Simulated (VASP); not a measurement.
# Tb3Si2F (P6/mmm) in VASP: relaxation of cell and atoms with PBE

Aim: the relaxation of cell and atoms of Tb3Si2F with PBE.

Program: VASP 6.6.1. These are calculated values, not measurements. Logs are shortened: lines on timing, memory, paths and dates and some standing lists are left out, and cuts for length are marked.

## 1. The cell of the first run

It takes space group P6/mmm (No. 191, hexagonal). Conventional cell: a = 7.450 Å, b = 7.450 Å, c = 3.795 Å, α = 90.00°, β = 90.00°, γ = 120.00°. Within 3.8 Å of Tb (site symmetry mmm) lie 4 Si at 2.87 Å and 6 Tb at 3.73 to 3.79 Å. Si (site symmetry -6m2) has 6 Tb at 2.87 Å and 2 Si at 3.79 Å within 3.8 Å. F (site symmetry 6/mmm) has 2 F at 3.79 Å and 12 Tb at 4.18 Å and 6 Si at 4.30 Å within 5.0 Å.

The cell was generated, and may not be a known phase.

## 2. Relaxation of cell and atoms, PBE

The input, INCAR:

```
SYSTEM = Tb3Si2F
PREC     = Accurate       ! precision mode
ENCUT    = 600            ! plane-wave cutoff, eV
EDIFF    = 1E-7           ! SCF threshold, eV
ISMEAR   = 0              ! smearing method
SIGMA    = 0.1            ! smearing width, eV
LREAL    = .FALSE.        ! projectors in reciprocal space
LASPH    = .TRUE.         ! aspherical terms in the spheres
NELM     = 200            ! most SCF steps
ALGO     = Normal         ! electronic algorithm
ISIF     = 3              ! what is computed and relaxed
LWAVE    = .FALSE.        ! write WAVECAR
LCHARG   = .FALSE.        ! write CHGCAR
GGA      = PE             ! functional
IBRION   = 2              ! ionic algorithm
NSW      = 100            ! ionic steps
EDIFFG   = -0.01          ! ionic threshold
GGA_COMPAT= .FALSE.      
NELMIN   = 4            
LMAXMIX  = 6              ! l up to which the mixer works
```

The input, KPOINTS:

```
regular mesh
0
G
  6 6 10
  0 0 0
```

The input, POSCAR:

```
Tb3Si2F
1.0
    7.4501957212      0.0000000000      0.0000000000
   -3.7250978606      6.4520587578      0.0000000000
    0.0000000000      0.0000000000      3.7945526411
Tb Si F
3 2 1
Direct
    0.5000000000      0.0000000000      0.5000000000
    0.0000000000      0.5000000000      0.5000000000
    0.5000000000      0.5000000000      0.5000000000
    0.6666666667      0.3333333333      0.0000000000
    0.3333333333      0.6666666667      0.0000000000
    0.0000000000      0.0000000000      0.0000000000
```

Potentials or basis: VASP PAW PBE potentials, release 64 (Tb_3, Si, F), 4f in core.

Command:

```sh
$ cat potpaw_PBE.64/Tb_3/POTCAR potpaw_PBE.64/Si/POTCAR potpaw_PBE.64/F/POTCAR > POTCAR
$ mpirun -np 1 vasp_std > vasp.out
```

OUTCAR:

```text
SYSTEM = Tb3Si2F
   PREC = Accurate
   ENCUT = 600
   EDIFF = 1E-7
   ISMEAR = 0
   LREAL = .FALSE.
   LASPH = .TRUE.
   NELM = 200
   ISIF = 3
   GGA = PE
   IBRION = 2
   NSW = 100
   EDIFFG = -0.01
   NELMIN = 4

 ion  position               nearest neighbor table
   1  0.500  0.000  0.500-   4 2.87   5 2.87   4 2.87   5 2.87   2 3.73   3 3.73   3 3.73   2 3.73

   2  0.000  0.500  0.500-   4 2.87   5 2.87   4 2.87   5 2.87   3 3.73   3 3.73   1 3.73   1 3.73

   3  0.500  0.500  0.500-   4 2.87   5 2.87   4 2.87   5 2.87   2 3.73   2 3.73   1 3.73   1 3.73

   4  0.667  0.333  0.000-   2 2.87   2 2.87   1 2.87   1 2.87   3 2.87   3 2.87
   5  0.333  0.667  0.000-   2 2.87   2 2.87   1 2.87   1 2.87   3 2.87   3 2.87
   6  0.000  0.000  0.000-

  LATTYP: Found a hexagonal cell.
 ALAT       =     7.4501957212
 C/A-ratio  =     0.5093225444

  Lattice vectors:

 A1 = (   7.4501957212,   0.0000000000,   0.0000000000)
 A2 = (  -3.7250978606,   6.4520587578,   0.0000000000)
 A3 = (   0.0000000000,   0.0000000000,   3.7945526411)

Analysis of symmetry for initial positions (statically):
=====================================================================
 Subroutine PRICEL returns:
 Original cell was already a primitive cell.

 Routine SETGRP: Setting up the symmetry group for a
 hexagonal supercell.

 Subroutine GETGRP returns: Found 24 space group operations
 (whereof 24 operations were pure point group operations)
 out of a pool of 24 trial point group operations.

The static configuration has the point symmetry D_6h.

Analysis of symmetry for dynamics (positions and initial velocities):
=====================================================================
 Subroutine PRICEL returns:
 Original cell was already a primitive cell.

 Routine SETGRP: Setting up the symmetry group for a
 hexagonal supercell.

 Subroutine GETGRP returns: Found 24 space group operations
 (whereof 24 operations were pure point group operations)
 out of a pool of 24 trial point group operations.

The dynamic configuration has the point symmetry D_6h.

 Subroutine INISYM returns: Found 24 space group operations
 (whereof 24 operations are pure point group operations),
 and found     1 'primitive' translations

----------------------------------------------------------------------------------------

                                     Primitive cell

  volume of cell :     182.4007

  direct lattice vectors                    reciprocal lattice vectors
     7.450195721  0.000000000  0.000000000     0.134224662  0.077494645  0.000000000
    -3.725097861  6.452058758  0.000000000     0.000000000  0.154989289  0.000000000
     0.000000000  0.000000000  3.794552641     0.000000000  0.000000000  0.263535677

  length of vectors
     7.450195721  7.450195721  3.794552641     0.154989289  0.154989289  0.263535677

  position of ions in fractional coordinates (direct lattice)
     0.500000000  0.000000000  0.500000000
     1.000000000  0.500000000  0.500000000
     0.500000000  0.500000000  0.500000000
     0.666666667  0.333333333  0.000000000
     0.333333333  0.666666667  0.000000000
     0.000000000  0.000000000  0.000000000

  ion indices of the primitive-cell ions
   primitive index   ion index
                 1           1
                 2           2
                 3           3
                 4           4
                 5           5
                 6           6

----------------------------------------------------------------------------------------

 KPOINTS: regular mesh

Automatic generation of k-mesh.
 Grid dimensions read from file:
 generate k-points for:    6    6   10

 Generating k-lattice:

  Cartesian coordinates                     Fractional coordinates (reciprocal lattice)
     0.022370777  0.012915774  0.000000000     0.166666667  0.000000000  0.000000000
     0.000000000  0.025831548  0.000000000     0.000000000  0.166666667  0.000000000
     0.000000000  0.000000000  0.026353568     0.000000000  0.000000000  0.100000000

  Length of vectors
     0.025831548  0.025831548  0.026353568

  Shift w.r.t. Gamma in fractional coordinates (k-lattice)
     0.000000000  0.000000000  0.000000000

 Subroutine IBZKPT returns following result:
 ===========================================

 Found     42 irreducible k-points:

 Following reciprocal coordinates:
            Coordinates               Weight
  0.000000  0.000000  0.000000      1.000000
  0.166667  0.000000  0.000000      6.000000
  0.333333 -0.000000  0.000000      6.000000
  0.500000 -0.000000  0.000000      3.000000
  0.166667  0.166667  0.000000      6.000000
  0.333333  0.166667  0.000000     12.000000
[... 16 lines left out ...]
  0.166667  0.000000  0.300000     12.000000
  0.333333 -0.000000  0.300000     12.000000
 [... further k-points ...]
   k-points           NKPTS =     42   k-points in BZ     NKDIM =     42   number of bands    NBANDS=     25
   number of dos      NEDOS =    301   number of ions     NIONS =      6
   total plane-waves  NPLWV = 108000
   dimension x,y,z NGX =    60 NGY =   60 NGZ =   30
   dimension x,y,z NGXF=   120 NGYF=  120 NGZF=   60
   ions per type =               3   2   1
   NGX,Y,Z   is equivalent  to a cutoff of  13.39, 13.39, 13.14 a.u.
   NGXF,Y,Z  is equivalent  to a cutoff of  26.78, 26.78, 26.29 a.u.
 SYSTEM =  Tb3Si2F
   PREC   = accura    normal or accurate (medium, high low for compatibility)
   ISTART =      0    job   : 0-new  1-cont  2-samecut
   ICHARG =      2    charge: 1-file 2-atom 10-const
   ISPIN  =      1    spin polarized calculation?
   LNONCOLLINEAR =      F non collinear calculations
   LSORBIT =      F    spin-orbit coupling
   LASPH  =      T    aspherical Exc in radial PAW
   ENCUT  =  600.0 eV  44.10 Ry    6.64 a.u.  14.88 14.88  7.58*2*pi/ulx,y,z
   NELM   =    200;   NELMIN=  4; NELMDL= -5     # of ELM steps
   EDIFF  = 0.1E-06   stopping-criterion for ELM
   LREAL  =      F    real-space projection
   EDIFFG = -.1E-01   stopping-criterion for IOM
   NSW    =    100    number of steps for IOM
   IBRION =      2    ionic relax: 0-MD 1-quasi-New 2-CG
   NFREE  =      1    steps in history (QN), initial steepest desc. (CG)
   ISIF   =      3    stress and relaxation
   ISYM   =      2    0-nonsym 1-usesym 2-fastsym
   POTIM  = 0.5000    time-step for ionic-motion
   TEBEG  =    0.0;   TEEND  =   0.0 temperature during run
   PSTRESS=    0.0 pullay stress
   NELECT =      42.0000    total number of electrons
   NUPDOWN=      -1.0000    fix difference up-down
   EMIN   =  10.00;   EMAX   =-10.00  energy-range for DOS
   EFERMI =   0.00;   METHOD = LEGACY
   ISMEAR =     0;   SIGMA  =   0.10  broadening in eV -4-tet -1-fermi 0-gaus
   EFERMI_NEDOS =   21; number of points for ismear=-14 and -15
   IALGO  =     38    algorithm
   IMIX   =      4    mixing-type and parameters
     AMIX     =   0.40;   BMIX     =  1.00
     AMIX_MAG =   1.60;   BMIX_MAG =  1.00
  volume/ion in A,a.u.               =      30.40       205.15
  Fermi-wavevector in a.u.,A,eV,Ry     =   1.003419  1.896187 13.699027  1.006850
  Thomas-Fermi vector in A             =   2.135970
   LORBIT       =      0    0 simple, 1 ext, 2 COOP (PROOUT), +10 PAW based schemes
   GGA     = PE    functional components
   LHFCALC =     F    Hartree Fock is set to
   AEXX    =    0.0000 exact exchange contribution
   IVDW    =     0    specifies the selected vdW correction
   LEPSILON=     F    determine dielectric tensor
   LRPA    =     F    only Hartree local field effects (RPA)
 conjugate gradient relaxation of ions
 non-spin polarized calculation
 Gauss-broadening in eV      SIGMA  =   0.10
  energy-cutoff  :      600.00
  volume of cell :      182.40
 maximum number of plane-waves:      6132
 NGX is ok and might be reduce to    60
   NGX = 29   NGY = 29   NGZ = 15

--------------------------------------- Ionic step        1  -------------------------------------------

 number of electron      42.0000013 magnetization

 Free energy of the ion-electron system (eV)
  ---------------------------------------------------
  ext. energy  EPLUGINS =         0.00000000
  ---------------------------------------------------
  free energy    TOTEN  =       -29.43214338 eV

  energy without entropy =      -29.43012772  energy(sigma->0) =      -29.43113555

------------------------ aborting loop because EDIFF is reached ----------------------------------------

  FORCE on cell =-STRESS in cart. coord.  units (eV):
  Direction    XX          YY          ZZ          XY          YZ          ZX
  --------------------------------------------------------------------------------------
  -------------------------------------------------------------------------------------
  Total        0.2313430      0.2313430     -0.2535064      0.0000000     -0.0000000      0.0000000
  in kB        2.0320781      2.0320781     -2.2267578      0.0000000     -0.0000000      0.0000000
  external PRESSURE =       0.6124661 kB  Pullay stress =       0.0000000 kB
[... 65 lines left out ...]
  energy  without entropy=      -29.4312999712  energy(sigma->0) =      -29.43219207

--------------------------------------- Ionic step        3  -------------------------------------------

 number of electron      42.0000013 magnetization

 Free energy of the ion-electron system (eV)
  ---------------------------------------------------
  ext. energy  EPLUGINS =         0.00000000
  ---------------------------------------------------
  free energy    TOTEN  =       -29.43322786 eV

  energy without entropy =      -29.43155796  energy(sigma->0) =      -29.43239291

 E-fermi :   1.9086     XC(G=0):  -8.3761

 val. band max:        1.7755802789   @ k =   0.3333   0.1667   0.0000
 cond. band min:       1.9212772861   @ k =   0.0000   0.0000   0.5000
 fundamental gap:      0.1456970072
 Fermi energy:         1.9086255328

 k-point     1 :       0.0000    0.0000    0.0000
  band No.  band energies     occupation
      1     -21.4219      2.00000
      2     -21.4219      2.00000
      3     -21.2978      2.00000
      4     -21.1670      2.00000
      5     -20.8592      2.00000
      6     -20.8172      2.00000
[... 661 lines left out ...]
     24       2.9833      0.00000
     25       3.3944      0.00000

 [... further k-points ...]

------------------------ aborting loop because EDIFF is reached ----------------------------------------

  FORCE on cell =-STRESS in cart. coord.  units (eV):
  Direction    XX          YY          ZZ          XY          YZ          ZX
  --------------------------------------------------------------------------------------
  -------------------------------------------------------------------------------------
  Total       -0.0069644     -0.0069644     -0.0165149     -0.0000000     -0.0000000      0.0000000
  in kB       -0.0610134     -0.0610134     -0.1446838     -0.0000000     -0.0000000      0.0000000
  external PRESSURE =      -0.0889035 kB  Pullay stress =       0.0000000 kB
[... 21 lines left out ...]
  FREE ENERGIE OF THE ION-ELECTRON SYSTEM (eV)
  ---------------------------------------------------
  free  energy   TOTEN  =       -29.4332278606 eV

  energy  without entropy=      -29.4315579571  energy(sigma->0) =      -29.43239291

 reached required accuracy - stopping structural energy minimisation
```

Run time: 11 min. Hardware: 1 thread of Intel Xeon Platinum 8259CL at 2.50GHz (Skylake/Cascade Lake), shared host; peak memory 0.48 GiB.

What came out:

- Free energy: -29.4332 eV
- Relaxed volume: 30.48 Å³/atom
- Relaxed cell: a = 7.472 Å, b = 7.472 Å, c = 3.782 Å, α = 90.00°, β = 90.00°, γ = 120.00°
- Space group after relaxing (to 0.1 Å): P6/mmm (No. 191)
- Energy gained by relaxing: 0.2 meV/atom
- Ionic steps: 3
- Pressure after relaxing: 0.0 GPa
- Band gap on the k mesh: zero (bands 21 and 22 overlap by 0.03 eV)

The path:
```tsv
step	energy change (eV)	largest force (eV/Å)	pressure (GPa)	volume (Å³)
1	0.0000	0.0000	0.06	182.40
2	-0.0009	0.0000	0.01	182.71
3	-0.0011	0.0000	-0.01	182.88
```

Final structure:
```yaml
crystal:
  lattice:
    - [7.47196, 0.00000, 0.00000]
    - [-3.73598, 6.47091, 0.00000]
    - [0.00000, 0.00000, 3.78241]
  atoms:
    - { symbol: Tb, position: [0.50000, 0.00000, 0.50000] }
    - { symbol: Tb, position: [0.00000, 0.50000, 0.50000] }
    - { symbol: Tb, position: [0.50000, 0.50000, 0.50000] }
    - { symbol: Si, position: [0.66667, 0.33333, 0.00000] }
    - { symbol: Si, position: [0.33333, 0.66667, 0.00000] }
    - { symbol: F, position: [0.00000, 0.00000, 0.00000] }
```

Caveat: spin-orbit coupling is left out, which moves the levels of the heavy elements; the 4f electrons are frozen in the core, so they carry no moment and show no levels; the run has no spin polarisation, though such a crystal can be magnetic.

The gap in the log of VASP goes by the Fermi energy; the results here count the filled bands.